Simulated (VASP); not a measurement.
# BN (P6_3mc) in VASP: notebook

Runs on BN. Level: r2SCAN. Tasks: single point.

Everything below comes from runs of VASP 6.6.1. Logs are shortened: lines on timing, memory, paths and dates and some standing lists are left out, and cuts for length are marked.

## (1) The cell of the first run

The structure is hexagonal, space group P6_3mc (No. 186). The conventional cell has a = 2.554 Å, b = 2.554 Å, c = 4.227 Å, α = 90.00°, β = 90.00°, γ = 120.00°. B (site symmetry 3m) has 4 N at 1.57 to 1.58 Å within 2.1 Å. N (site symmetry 3m) has 4 B at 1.57 to 1.58 Å within 2.1 Å.

## (2) Single point, r2SCAN

POSCAR

```
BN
1.0
    2.5539396017      0.0000000000      0.0000000000
   -1.2769698009      2.2117765748      0.0000000000
    0.0000000000      0.0000000000      4.2268550000
B N
2 2
Direct
    0.6666666667      0.3333333333      0.9997240000
    0.3333333333      0.6666666667      0.4997240000
    0.6666666667      0.3333333333      0.6252760000
    0.3333333333      0.6666666667      0.1252760000
```

INCAR.step1

```
PREC = Accurate
ENCUT = 520
ISMEAR = 0
SIGMA = 0.05
LREAL = F
LASPH = T
NELM = 100
NBANDS = 16
GGA = PE
ALGO = Normal
EDIFF = 1E-4
LWAVE = T
LCHARG = F
```

INCAR.step2

```
PREC = Accurate
ENCUT = 520
EDIFF = 1E-6
ISMEAR = 0
SIGMA = 0.05
LREAL = F
LASPH = T
NELM = 100
ALGO = Normal
ISIF = 2
LWAVE = F
LCHARG = F
METAGGA = R2SCAN
LMIXTAU = T
NBANDS = 16
ISTART = 1
```

KPOINTS

```
Automatic mesh
0
Gamma
  12 12 6
```

Potentials or basis: VASP PAW PBE potentials, release 64 (B, N).

Command:

```console
$ cat potpaw_PBE.64/B/POTCAR potpaw_PBE.64/N/POTCAR > POTCAR
$ cp INCAR.step1 INCAR
$ mpirun -np 1 vasp_std > vasp.out
$ cp INCAR.step2 INCAR
$ mpirun -np 1 vasp_std > vasp.out
```

OUTCAR:

```text
PREC = Accurate
   ENCUT = 520
   EDIFF = 1E-6
   ISMEAR = 0
   LREAL = F
   LASPH = T
   NELM = 100
   ISIF = 2
   METAGGA = R2SCAN
   ISTART = 1

 ion  position               nearest neighbor table
   1  0.667  0.333  1.000-   4 1.57   4 1.57   4 1.57   3 1.58
   2  0.333  0.667  0.500-   3 1.57   3 1.57   3 1.57   4 1.58
   3  0.667  0.333  0.625-   2 1.57   2 1.57   2 1.57   1 1.58
   4  0.333  0.667  0.125-   1 1.57   1 1.57   1 1.57   2 1.58

  LATTYP: Found a hexagonal cell.
 ALAT       =     2.5539396017
 C/A-ratio  =     1.6550332659

  Lattice vectors:

 A1 = (   2.5539396017,   0.0000000000,   0.0000000000)
 A2 = (  -1.2769698009,   2.2117765748,   0.0000000000)
 A3 = (   0.0000000000,   0.0000000000,   4.2268550000)

Analysis of symmetry for initial positions (statically):
=====================================================================
 Subroutine PRICEL returns:
 Original cell was already a primitive cell.

 Routine SETGRP: Setting up the symmetry group for a
 hexagonal supercell.

 Subroutine GETGRP returns: Found 12 space group operations
 (whereof  6 operations were pure point group operations)
 out of a pool of 24 trial point group operations.

The static configuration has the point symmetry C_3v.
 The point group associated with its full space group is C_6v.

Analysis of symmetry for dynamics (positions and initial velocities):
=====================================================================
 Subroutine PRICEL returns:
 Original cell was already a primitive cell.

 Routine SETGRP: Setting up the symmetry group for a
 hexagonal supercell.

 Subroutine GETGRP returns: Found 12 space group operations
 (whereof  6 operations were pure point group operations)
 out of a pool of 24 trial point group operations.

The dynamic configuration has the point symmetry C_3v.
 The point group associated with its full space group is C_6v.

 Subroutine INISYM returns: Found 12 space group operations
 (whereof  6 operations are pure point group operations),
 and found     1 'primitive' translations

----------------------------------------------------------------------------------------

                                     Primitive cell

  volume of cell :      23.8764

  direct lattice vectors                    reciprocal lattice vectors
     2.553939602  0.000000000  0.000000000     0.391551938  0.226062617  0.000000000
[... 92 lines left out ...]
   EDIFFG = 0.1E-04   stopping-criterion for IOM
   NSW    =      0    number of steps for IOM
   IBRION =     -1    ionic relax: 0-MD 1-quasi-New 2-CG
   NFREE  =      0    steps in history (QN), initial steepest desc. (CG)
   ISIF   =      2    stress and relaxation
   ISYM   =      2    0-nonsym 1-usesym 2-fastsym
   POTIM  = 0.5000    time-step for ionic-motion
   TEBEG  =    0.0;   TEEND  =   0.0 temperature during run
   PSTRESS=    0.0 pullay stress
   NELECT =      16.0000    total number of electrons
   NUPDOWN=      -1.0000    fix difference up-down
   EMIN   =  10.00;   EMAX   =-10.00  energy-range for DOS
   EFERMI =   0.00;   METHOD = LEGACY
   ISMEAR =     0;   SIGMA  =   0.05  broadening in eV -4-tet -1-fermi 0-gaus
   EFERMI_NEDOS =   21; number of points for ismear=-14 and -15
   IALGO  =     38    algorithm
   IMIX   =      4    mixing-type and parameters
     AMIX     =   0.40;   BMIX     =  1.00
     AMIX_MAG =   1.60;   BMIX_MAG =  1.00
  volume/ion in A,a.u.               =       5.97        40.28
  Fermi-wavevector in a.u.,A,eV,Ry     =   1.432600  2.707222 27.923836  2.052344
  Thomas-Fermi vector in A             =   2.552210
   LORBIT       =      0    0 simple, 1 ext, 2 COOP (PROOUT), +10 PAW based schemes
   METAGGA = R2SCAN    functional components
   LHFCALC =     F    Hartree Fock is set to
   AEXX    =    0.0000 exact exchange contribution
   IVDW    =     0    specifies the selected vdW correction
   LEPSILON=     F    determine dielectric tensor
   LRPA    =     F    only Hartree local field effects (RPA)
 non-spin polarized calculation
 Gauss-broadening in eV      SIGMA  =   0.05
  energy-cutoff  :      520.00
  volume of cell :       23.88
 maximum number of plane-waves:       660
 NGX is ok and might be reduce to    20
   NGX =  9   NGY =  9   NGZ = 15

 number of electron      16.0000000 magnetization

 Free energy of the ion-electron system (eV)
  ---------------------------------------------------
  ext. energy  EPLUGINS =         0.00000000
  ---------------------------------------------------
  free energy    TOTEN  =       -38.26450050 eV

  energy without entropy =      -38.26450050  energy(sigma->0) =      -38.26450050

 E-fermi :   7.5800     XC(G=0): -13.5801

 val. band max:        7.2763194022   @ k =   0.0000   0.0000   0.0000
 cond. band min:      12.9990241567   @ k =   0.3333   0.3333   0.0000
 fundamental gap:      5.7227047545
 Fermi energy:         7.5799973513

 k-point     1 :       0.0000    0.0000    0.0000
  band No.  band energies     occupation
      1     -14.0741      2.00000
      2      -9.8980      2.00000
      3      -3.9418      2.00000
      4       5.0966      2.00000
      5       5.0966      2.00000
      6       6.9979      2.00000
[... 433 lines left out ...]
      3      -1.8191      2.00000
      4      -0.3157      2.00000
      5       1.0584      2.00000
      6       2.8610      2.00000
[... 8 lines left out ...]
     15      24.3339      0.00000
     16      24.5808      0.00000

 [... further k-points ...]

------------------------ aborting loop because EDIFF is reached ----------------------------------------

  FORCE on cell =-STRESS in cart. coord.  units (eV):
  Direction    XX          YY          ZZ          XY          YZ          ZX
  --------------------------------------------------------------------------------------
  -------------------------------------------------------------------------------------
  Total       -0.5144595     -0.5144595     -0.6138607      0.0000000      0.0000000      0.0000000
  in kB      -34.5217284    -34.5217284    -41.1918407      0.0000000      0.0000000      0.0000000
  external PRESSURE =     -36.7450992 kB  Pullay stress =       0.0000000 kB

 VOLUME and BASIS-vectors are now :
 -----------------------------------------------------------------------------
  energy-cutoff  :      520.00
  volume of cell :       23.88
      direct lattice vectors                 reciprocal lattice vectors
     2.553939602  0.000000000  0.000000000     0.391551938  0.226062617  0.000000000
    -1.276969801  2.211776575  0.000000000     0.000000000  0.452125233  0.000000000
     0.000000000  0.000000000  4.226855000     0.000000000  0.000000000  0.236582518

 POSITION                                       TOTAL-FORCE (eV/Angst)
 -----------------------------------------------------------------------------------
      1.27697      0.73726      4.22569         0.000000     -0.000000      0.021467
     -0.00000      1.47452      2.11226         0.000000      0.000000      0.021467
      1.27697      0.73726      2.64295         0.000000      0.000000     -0.021467
     -0.00000      1.47452      0.52952        -0.000000     -0.000000     -0.021467
 -----------------------------------------------------------------------------------
    total drift:                                0.000000      0.000000      0.002267

  FREE ENERGIE OF THE ION-ELECTRON SYSTEM (eV)
  ---------------------------------------------------
  free  energy   TOTEN  =       -38.2645004999 eV

  energy  without entropy=      -38.2645004999  energy(sigma->0) =      -38.26450050
```

OUTCAR.step1:

```text
PREC = Accurate
   ENCUT = 520
   ISMEAR = 0
   LREAL = F
[... 688 lines left out ...]
      1.27697      0.73726      4.22569        -0.000000      0.000000      0.014287
     -0.00000      1.47452      2.11226         0.000000     -0.000000      0.014287
      1.27697      0.73726      2.64295        -0.000000      0.000000     -0.014287
     -0.00000      1.47452      0.52952         0.000000     -0.000000     -0.014287
 -----------------------------------------------------------------------------------
    total drift:                                0.000000      0.000000      0.000373

  FREE ENERGIE OF THE ION-ELECTRON SYSTEM (eV)
  ---------------------------------------------------
  free  energy   TOTEN  =       -34.8326951107 eV

  energy  without entropy=      -34.8326951107  energy(sigma->0) =      -34.83269511
```

OSZICAR.step1:

```text
N       E                     dE             d eps       ncg     rms          rms(c)
DAV:   1     0.381366067388E+02    0.38137E+02   -0.82793E+03  2432   0.971E+02
DAV:   2    -0.344115991472E+02   -0.72548E+02   -0.68326E+02  3504   0.230E+02
DAV:   3    -0.367387615157E+02   -0.23272E+01   -0.23229E+01  2712   0.376E+01
DAV:   4    -0.367443641845E+02   -0.56027E-02   -0.56024E-02  2944   0.212E+00
DAV:   5    -0.367443795325E+02   -0.15348E-04   -0.15348E-04  2536   0.103E-01    0.941E+00
DAV:   6    -0.349909259982E+02    0.17535E+01   -0.22224E+00  3064   0.136E+01    0.446E+00
DAV:   7    -0.348605571560E+02    0.13037E+00   -0.31393E-01  3088   0.451E+00    0.273E+00
DAV:   8    -0.348336384627E+02    0.26919E-01   -0.52992E-02  2816   0.186E+00    0.257E-01
DAV:   9    -0.348324118262E+02    0.12266E-02   -0.18944E-03  2808   0.519E-01    0.132E-01
DAV:  10    -0.348326882945E+02   -0.27647E-03   -0.49117E-04  2856   0.173E-01    0.254E-02
DAV:  11    -0.348326951107E+02   -0.68163E-05   -0.28847E-05  1376   0.550E-02
   1 F= -.34832695E+02 E0= -.34832695E+02  d E =-.204119E-12
```

It took 94 s on 1 thread of AMD EPYC 7R43 (Zen 3), shared host; peak memory 0.11 GiB.

What came out:

```yaml
Free_energy: -38.2645 eV
Pressure: -3.7 GPa
Largest_force: 0.021 eV/Å
Band_gap_on_the_k_mesh: 5.72 eV, indirect (least direct gap 8.92 eV)
```

Forces on the atoms (eV/Å):
```
B    0.000  0.000  0.021
B    0.000  0.000  0.021
N    0.000  0.000 -0.021
N    0.000  0.000 -0.021
```

Caveat: the PAW data sets were made with another functional, which shifts forces and pressure a little. A k mesh can miss the band edges.

(Continued in part 2 of 2.)
